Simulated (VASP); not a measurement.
# S (P6/mmm) in VASP: further runs, part 2 of 2

VASP 6.6.1. Earlier steps stand in the parts before.

### 5 Relaxation of cell and atoms, PBE, target pressure 30 GPa, at which the enthalpy is minimised

This run uses another cell than the first one: it holds 1 atom, not 3.

Contents of INCAR:

```
ALGO = Normal
EDIFF = 1E-7
EDIFFG = -0.005
ENCUT = 600
GGA = PE
IBRION = 2
ISIF = 3
ISMEAR = -1
LASPH = T
LCHARG = F
LREAL = F
LWAVE = F
NELM = 60
NSW = 32
PREC = Accurate
PSTRESS = 300.0
SIGMA = 0.1
```

Contents of KPOINTS:

```
k-points
0
Gamma
  17 17 16
```

Contents of POSCAR:

```
S
1.0
    2.6433444833      0.0000000000      0.0000000000
   -1.3216722417      2.2892034735      0.0000000000
    0.0000000000      0.0000000000      2.2285425605
S
1
Direct
    0.0000000000      0.0000000000      0.0000000000
```

Launch:

```sh
> cat potpaw_PBE.64/S/POTCAR > POTCAR
> mpirun -np 1 vasp_std > vasp.out
```

It took 3.4 min on 1 thread of AMD EPYC 7R13, shared host; peak memory 0.12 GiB.

The run converged. Its results:

- Free energy: -3.0114 eV
- Relaxed volume: 13.47 Å³/atom
- Relaxed cell: a = 2.647 Å, b = 2.647 Å, c = 2.221 Å, α = 90.00°, β = 90.00°, γ = 120.00°
- Space group after relaxing (to 0.05 Å): P6/mmm (No. 191)
- Energy change on relaxing (the enthalpy is what falls): +2.9 meV/atom
- Ionic steps: 5
- Pressure after relaxing: 30.0 GPa
- Band gap on the k mesh: zero (band 3 reaches 15.24 eV, above the bottom of band 4 at 6.58 eV)

Step by step:
```tsv
step	energy change (eV)	largest force (eV/Å)	pressure (GPa)	volume (Å³)
1	0.0000	0.0000	29.67	13.49
2	0.0102	0.0000	30.50	13.43
3	0.0061	0.0000	30.17	13.45
4	0.0040	0.0000	30.07	13.46
5	0.0029	0.0000	30.02	13.47
```

Final structure:
```xyz
1
Lattice="2.6465 0.0000 0.0000 -1.3233 2.2920 0.0000 0.0000 0.0000 2.2206" Properties=species:S:1:pos:R:3 pbc="T T T"
S     0.0000    0.0000    0.0000
```

Levels at points of the mesh, in eV from the Fermi level:
```csv
k point,band 1,band 2,band 3,band 4,band 5,band 6,band 7
"(0.00, 0.00, 0.00)",-19.20,1.75,1.75,5.59,7.00,10.99,10.99
"(0.00, 0.00, 0.50)",-13.73,-10.41,4.91,4.91,13.72,13.72,14.60
```

Caveat: the cell is relaxed towards a set pressure, so the enthalpy falls and the energy may rise.

### 6 Relaxation of cell and atoms, PBE, target pressure 30 GPa, at which the enthalpy is minimised

This run uses another cell than the first one, of 12.53 Å³/atom, 0.975 times its volume.

Contents of INCAR:

```
  PREC = Accurate
  ENCUT = 600
  EDIFF = 1E-7
  ISMEAR = -1
  SIGMA = 0.1
  LREAL = F
  LASPH = T
  NELM = 60
  ALGO = Normal
  ISIF = 3
  LWAVE = F
  LCHARG = F
  GGA = PE
  IBRION = 2
  NSW = 60
  EDIFFG = -0.005
  PSTRESS = 300.0
```

Contents of KPOINTS:

```
Automatic mesh
0
Gamma
  9 9 12
```

Contents of POSCAR:

```
S
1.0
    4.1215709688      0.0000000000      0.0000000000
   -2.0607854844      3.5693851625      0.0000000000
    0.0000000000      0.0000000000      2.5553740007
S
3
Direct
    0.0000000000      0.0000000000      0.0000000000
    0.3333333333      0.6666666667      0.5000000000
    0.6666666667      0.3333333333      0.5000000000
```

Potentials or basis: VASP PAW PBE potentials, release 64 (S).

Launch:

```sh
> cat potpaw_PBE.64/S/POTCAR > POTCAR
> mpirun -np 1 vasp_std > vasp.out
```

OUTCAR:

```text
PREC = Accurate
   ENCUT = 600
   EDIFF = 1E-7
   ISMEAR = -1
   LREAL = F
   LASPH = T
   NELM = 60
   ISIF = 3
   GGA = PE
   IBRION = 2
   NSW = 60
   EDIFFG = -0.005
   PSTRESS = 300.0

 ion  position               nearest neighbor table
   1  0.000  0.000  0.000-   2 2.70   3 2.70   2 2.70   3 2.70   3 2.70   3 2.70   2 2.70   2 2.70
                             3 2.70   3 2.70   2 2.70   2 2.70
   2  0.333  0.667  0.500-   3 2.38   3 2.38   3 2.38   1 2.70   1 2.70   1 2.70   1 2.70   1 2.70
                             1 2.70
   3  0.667  0.333  0.500-   2 2.38   2 2.38   2 2.38   1 2.70   1 2.70   1 2.70   1 2.70   1 2.70
                             1 2.70

  LATTYP: Found a hexagonal cell.
 ALAT       =     4.1215709688
 C/A-ratio  =     0.6200000000

  Lattice vectors:

 A1 = (   4.1215709688,   0.0000000000,   0.0000000000)
 A2 = (  -2.0607854844,   3.5693851625,   0.0000000000)
 A3 = (   0.0000000000,   0.0000000000,   2.5553740007)

Analysis of symmetry for initial positions (statically):
=====================================================================
 Subroutine PRICEL returns:
 Original cell was already a primitive cell.

 Routine SETGRP: Setting up the symmetry group for a
 hexagonal supercell.

 Subroutine GETGRP returns: Found 24 space group operations
 (whereof 24 operations were pure point group operations)
 out of a pool of 24 trial point group operations.

The static configuration has the point symmetry D_6h.

Analysis of symmetry for dynamics (positions and initial velocities):
=====================================================================
 Subroutine PRICEL returns:
 Original cell was already a primitive cell.

 Routine SETGRP: Setting up the symmetry group for a
 hexagonal supercell.

 Subroutine GETGRP returns: Found 24 space group operations
 (whereof 24 operations were pure point group operations)
 out of a pool of 24 trial point group operations.

The dynamic configuration has the point symmetry D_6h.

 Subroutine INISYM returns: Found 24 space group operations
 (whereof 24 operations are pure point group operations),
 and found     1 'primitive' translations

----------------------------------------------------------------------------------------

                                     Primitive cell

  volume of cell :      37.5933

  direct lattice vectors                    reciprocal lattice vectors
     4.121570969  0.000000000  0.000000000     0.242625933  0.140080147  0.000000000
    -2.060785484  3.569385163  0.000000000     0.000000000  0.280160295  0.000000000
     0.000000000  0.000000000  2.555374001     0.000000000  0.000000000  0.391332149

  length of vectors
     4.121570969  4.121570969  2.555374001     0.280160295  0.280160295  0.391332149

  position of ions in fractional coordinates (direct lattice)
     0.000000000  0.000000000  0.000000000
     0.333333333  0.666666667  0.500000000
     0.666666667  0.333333333  0.500000000

  ion indices of the primitive-cell ions
[... 72 lines left out ...]
   LSORBIT =      F    spin-orbit coupling
   LASPH  =      T    aspherical Exc in radial PAW
   ENCUT  =  600.0 eV  44.10 Ry    6.64 a.u.   8.23  8.23  5.10*2*pi/ulx,y,z
   NELM   =     60;   NELMIN=  2; NELMDL= -5     # of ELM steps
   EDIFF  = 0.1E-06   stopping-criterion for ELM
   LREAL  =      F    real-space projection
   EDIFFG = -.5E-02   stopping-criterion for IOM
   NSW    =     60    number of steps for IOM
   IBRION =      2    ionic relax: 0-MD 1-quasi-New 2-CG
   NFREE  =      1    steps in history (QN), initial steepest desc. (CG)
   ISIF   =      3    stress and relaxation
   ISYM   =      2    0-nonsym 1-usesym 2-fastsym
   POTIM  = 0.5000    time-step for ionic-motion
   TEBEG  =    0.0;   TEEND  =   0.0 temperature during run
   PSTRESS=  300.0 pullay stress
   NELECT =      18.0000    total number of electrons
   NUPDOWN=      -1.0000    fix difference up-down
   EMIN   =  10.00;   EMAX   =-10.00  energy-range for DOS
   EFERMI =   0.00;   METHOD = LEGACY
   ISMEAR =    -1;   SIGMA  =   0.10  broadening in eV -4-tet -1-fermi 0-gaus
   EFERMI_NEDOS =   21; number of points for ismear=-14 and -15
   IALGO  =     38    algorithm
   IMIX   =      4    mixing-type and parameters
     AMIX     =   0.40;   BMIX     =  1.00
     AMIX_MAG =   1.60;   BMIX_MAG =  1.00
  volume/ion in A,a.u.               =      12.53        84.56
  Fermi-wavevector in a.u.,A,eV,Ry     =   1.280743  2.420254 22.317684  1.640304
  Thomas-Fermi vector in A             =   2.413154
   LORBIT       =      0    0 simple, 1 ext, 2 COOP (PROOUT), +10 PAW based schemes
   GGA     = PE    functional components
   LHFCALC =     F    Hartree Fock is set to
   AEXX    =    0.0000 exact exchange contribution
   IVDW    =     0    specifies the selected vdW correction
   LEPSILON=     F    determine dielectric tensor
   LRPA    =     F    only Hartree local field effects (RPA)
 conjugate gradient relaxation of ions
 non-spin polarized calculation
  energy-cutoff  :      600.00
  volume of cell :       37.59
 maximum number of plane-waves:      1290
 NGX is ok and might be reduce to    36

--------------------------------------- Ionic step        1  -------------------------------------------

 number of electron      18.0000000 magnetization

 Free energy of the ion-electron system (eV)
  ---------------------------------------------------
  ext. energy  EPLUGINS =         0.00000000
  ---------------------------------------------------
  free energy    TOTEN  =        -8.03026642 eV

  energy without entropy =       -7.98018132  energy(sigma->0) =       -8.00522387

------------------------ aborting loop because EDIFF is reached ----------------------------------------

  FORCE on cell =-STRESS in cart. coord.  units (eV):
  Direction    XX          YY          ZZ          XY          YZ          ZX
  --------------------------------------------------------------------------------------
  -------------------------------------------------------------------------------------
  Total        7.7232451      7.7232451      7.4891432     -0.0000000      0.0000000      0.0000000
  in kB      329.1544519    329.1544519    319.1773382     -0.0000000      0.0000000      0.0000000
  external PRESSURE =      25.8287473 kB  Pullay stress =     300.0000000 kB
[... 100 lines left out ...]
  energy  without entropy=       -8.0810301283  energy(sigma->0) =       -8.10688798

  enthalpy is  TOTEN    =        -0.9954049250 eV   P V=        7.1373408984

[... ionic steps 4 to 16 ...]

--------------------------------------- Ionic step       17  -------------------------------------------

 number of electron      18.0000001 magnetization

------------------------ aborting loop because EDIFF is reached ----------------------------------------
[... 73 lines left out ...]
--------------------------------------- Ionic step       19  -------------------------------------------

 number of electron      18.0000001 magnetization

 Free energy of the ion-electron system (eV)
  ---------------------------------------------------
  ext. energy  EPLUGINS =         0.00000000
  ---------------------------------------------------
  free energy    TOTEN  =        -8.37523175 eV

  energy without entropy =       -8.31872605  energy(sigma->0) =       -8.34697890

 E-fermi :  10.8919     XC(G=0): -12.1606

 val. band max:       10.8917365419   @ k =   0.0000   0.0000   0.2500
 cond. band min:      10.9159855386   @ k =   0.3333   0.1111   0.5000
 fundamental gap:      0.0242489968
 Fermi energy:        10.8919204450

 k-point     1 :       0.0000    0.0000    0.0000
  band No.  band energies     occupation
      1      -8.4167      2.00000
      2      -2.5431      2.00000
      3      -2.3548      2.00000
      4       3.3828      2.00000
      5       3.3828      2.00000
      6       3.7974      2.00000
      7       3.7974      2.00000
      8      14.0385      0.00000
      9      14.0385      0.00000
     10      14.3866      0.00000
     11      17.5033      0.00000
     12      17.8220      0.00000
     13      19.0053      0.00000
[... 354 lines left out ...]
  band No.  band energies     occupation
      1      -5.4967      2.00000
      2      -5.4967      2.00000
      3      -5.1086      2.00000
      4       4.6012      2.00000
      5       4.9896      2.00000
      6       4.9896      2.00000
      7      11.3562      0.01907
      8      11.3562      0.01907
      9      11.6583      0.00094
     10      14.5674      0.00000
     11      14.5674      0.00000
     12      14.8419      0.00000
     13      18.0164      0.00000

 [... further k-points ...]

------------------------ aborting loop because EDIFF is reached ----------------------------------------

  FORCE on cell =-STRESS in cart. coord.  units (eV):
  Direction    XX          YY          ZZ          XY          YZ          ZX
  --------------------------------------------------------------------------------------
  -------------------------------------------------------------------------------------
  Total        7.2017537      7.2017537      7.2046984      0.0000000     -0.0000000      0.0000000
  in kB      299.8842907    299.8842908    300.0069103      0.0000000     -0.0000000      0.0000000
  external PRESSURE =      -0.0748361 kB  Pullay stress =     300.0000000 kB
[... 22 lines left out ...]
  energy  without entropy=       -8.3187260482  energy(sigma->0) =       -8.34697890

  enthalpy is  TOTEN    =        -1.1706992886 eV   P V=        7.2045324591

 reached required accuracy - stopping structural energy minimisation
```

Wall time 18 min (1 thread of AMD EPYC 7R13, shared host); peak memory 0.16 GiB.

Results:

| Quantity | Value |
| --- | --- |
| Free energy | -8.3752 eV |
| Relaxed volume | 12.83 Å³/atom |
| Relaxed cell | a = 4.376 Å, b = 4.376 Å, c = 2.320 Å, α = 90.00°, β = 90.00°, γ = 120.00° |
| Space group after relaxing (to 0.05 Å) | P6/mmm (No. 191) |
| Energy change on relaxing (the enthalpy is what falls) | -115.0 meV/atom |
| Ionic steps | 19 |
| Pressure after relaxing | 30.0 GPa |
| Band gap on the k mesh | zero (band 9 reaches 14.08 eV, above the bottom of band 10 at 7.89 eV) |

Step by step:
| step | energy change (eV) | largest force (eV/Å) | pressure (GPa) | volume (Å³) |
| --- | --- | --- | --- | --- |
| 1 | 0.0000 | 0.0000 | 32.58 | 37.59 |
| 2 | -0.2069 | 0.0000 | 27.12 | 38.70 |
| 3 | -0.1025 | 0.0000 | 29.91 | 38.12 |
| 4 | -0.1034 | 0.0000 | 29.88 | 38.12 |
| 5 | -0.1077 | 0.0000 | 29.84 | 38.12 |
| 6 | -0.1235 | 0.0000 | 29.91 | 38.12 |
| 7 | -0.1710 | 0.0000 | 30.86 | 38.07 |
| 8 | -0.2089 | 0.0000 | 33.79 | 37.82 |
| 9 | -0.2300 | 0.0000 | 32.88 | 37.89 |
| 10 | -0.2317 | 0.0000 | 32.86 | 37.90 |
| 11 | -0.2366 | 0.0000 | 32.80 | 37.92 |
| 12 | -0.2456 | 0.0000 | 32.68 | 37.97 |
| 13 | -0.2407 | 0.0000 | 32.74 | 37.94 |
| 14 | -0.2439 | 0.0000 | 32.66 | 37.96 |
| 15 | -0.2535 | 0.0000 | 32.41 | 38.01 |
| 16 | -0.2725 | 0.0000 | 31.92 | 38.10 |
| 17 | -0.3097 | 0.0000 | 30.94 | 38.29 |
| 18 | -0.3808 | 0.0000 | 29.03 | 38.67 |
| 19 | -0.3450 | 0.0000 | 29.99 | 38.48 |

Final structure:
```yaml
crystal:
  lattice:
    - [4.37624, 0.00000, 0.00000]
    - [-2.18812, 3.78994, 0.00000]
    - [0.00000, 0.00000, 2.31986]
  atoms:
    - { symbol: S, position: [0.00000, 0.00000, 0.00000] }
    - { symbol: S, position: [0.33333, 0.66667, 0.50000] }
    - { symbol: S, position: [0.66667, 0.33333, 0.50000] }
```

Levels at points of the mesh, in eV from the Fermi level:
```csv
k point,band 7,band 8,band 9,band 10,band 11,band 12
"(0.00, 0.00, 0.00)",-7.09,3.15,3.15,3.49,6.61,6.93
"(0.00, 0.00, 0.50)",-3.89,-3.89,-1.70,-1.70,-0.80,-0.80
```

Caveat: the cell is relaxed towards a set pressure, so the enthalpy falls and the energy may rise.

### 7 The runs side by side

| task | cell | k mesh | cutoff (eV) | gap on the mesh (eV) | pressure (GPa) |
| --- | --- | --- | --- | --- | --- |
| single point | a = 4.377, b = 4.377, c = 2.323 Å, angles 90.0, 90.0, 120.0°, 3 atoms | 9 × 9 × 12 | 520 | none | 29.6 |
| single point | a = 4.377, b = 4.377, c = 2.324 Å, angles 90.0, 90.0, 120.0°, 3 atoms | 9 × 9 × 12 | 520 | none | 29.5 |
| relaxation of cell and atoms | relaxed to 30 GPa from a = 2.508, b = 2.508, c = 2.357 Å, angles 90.0, 90.0, 120.0°, 1 atom | 17 × 17 × 16 | 600 | none | 30.0 |
| relaxation of cell and atoms | relaxed to 30 GPa from a = 2.643, b = 2.643, c = 2.229 Å, angles 90.0, 90.0, 120.0°, 1 atom | 17 × 17 × 16 | 600 | none | 30.0 |
| relaxation of cell and atoms | relaxed to 30 GPa from a = 4.122, b = 4.122, c = 2.555 Å, angles 90.0, 90.0, 120.0°, 3 atoms | 9 × 9 × 12 | 600 | none | 30.0 |

Alike in all rows: level PBE; potentials or basis VASP PAW PBE potentials, release 64 (S); no spin polarisation; smearing fermi-dirac 0.1 eV.

Caveats: the cell is relaxed towards a set pressure, so the enthalpy falls and the energy may rise (some runs).

Absolute energies hang on the potentials; compare differences alone.
